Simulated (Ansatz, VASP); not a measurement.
# One calculation of GaN, two programs

```
CELL_PARAMETERS angstrom
0.02155 2.24801 2.24801
2.24801 0.02155 2.24801
2.24801 2.24801 0.02155
ATOMIC_POSITIONS crystal
Ga 0.00073 0.00073 0.00073
N 0.24927 0.24927 0.24927
```

Change from the starting cell: epitaxial_111 strain -1.0%.

Alike in both runs: task single point; functional r2SCAN; k mesh 10 × 10 × 10; no spin polarisation.

```csv
,VASP,Ansatz
version,VASP 6.6.1,Ansatz 0.2.0
potentials or method,"VASP PAW PBE potentials, release 64 (Ga_d, N_h)","plane waves, PAW"
plane-wave cutoff (eV),1460,500
occupations,"gaussian, width 0.01 eV",fixed
valence electrons in the cell,18,18
```

Ansatz gave:

```
gap on the k mesh at the Fermi level (eV)                     : 2.23
pressure (GPa)                                                : 3.2
traceless stress, the component that is largest in VASP (GPa) : -1.59
```

Question: Estimate VASP's values.

Answer: gap on the k mesh at the Fermi level (eV): 2.22; pressure (GPa): 4.4; traceless stress, the component that is largest in VASP (GPa): -1.60.

VASP's potentials were made for PBE, not for r2SCAN.
